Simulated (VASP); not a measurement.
Write the native input for VASP 6.6.1 that does the following.

- Task: single point
- Functional: r2SCAN
- Potentials or basis: VASP PAW PBE potentials, release 64 (V_sv)
- Cutoff: 520 eV
- k mesh: 15 × 15 × 15
- Occupations: methfessel-paxton, width 0.03 eV
- Spin: no spin polarisation
- Dipole correction: no
- Further INCAR settings: ALGO = Normal; EDIFF = 1e-06; NBANDS = 12

Crystal: V.

```
CELL_PARAMETERS angstrom
-1.49177 1.49177 1.49177
1.49177 -1.49177 1.49177
1.49177 1.49177 -1.49177
ATOMIC_POSITIONS crystal
V 0.00000 0.00000 0.00000
```

These files were run (other wordings do the same):

POSCAR

```
V
1.0
   -1.4917693513      1.4917693513      1.4917693513
    1.4917693513     -1.4917693513      1.4917693513
    1.4917693513      1.4917693513     -1.4917693513
V
1
Direct
    0.0000000000      0.0000000000      0.0000000000
```

INCAR.step1

```
SYSTEM = V
  ALGO = Normal
  EDIFF = 1E-4
  ENCUT = 520
  GGA = PE
  ISMEAR = 1
  LASPH = .True.
  LCHARG = .False.
  LREAL = .False.
  LWAVE = .True.
  NBANDS = 12
  NELM = 80
  PREC = Accurate
  SIGMA = 0.03
```

INCAR.step2

```
SYSTEM = V
  ALGO = Normal
  EDIFF = 1E-6
  ENCUT = 520
  ISIF = 2
  ISMEAR = 1
  ISTART = 1
  LASPH = .True.
  LCHARG = .False.
  LMIXTAU = .True.
  LREAL = .False.
  LWAVE = .False.
  METAGGA = R2SCAN
  NBANDS = 12
  NELM = 80
  PREC = Accurate
  SIGMA = 0.03
```

KPOINTS

```
k-points
0
Gamma
  15 15 15
  0 0 0
```

Potentials or basis: VASP PAW PBE potentials, release 64 (V_sv).

Run with:

```bash
$ cat potpaw_PBE.64/V_sv/POTCAR > POTCAR
$ cp INCAR.step1 INCAR
$ mpirun -np 1 vasp_std > vasp.out
$ cp INCAR.step2 INCAR
$ mpirun -np 1 vasp_std > vasp.out
```

Results of the run:

```yaml
Pressure: -0.1 GPa
```

Caveat: the PAW data sets were made with another functional, which shifts forces and pressure a little.

Run time: 40 s on 1 thread of AMD EPYC 9R45 96-Core Processor (Zen 5), with other jobs on the host, peak memory 0.11 GiB.
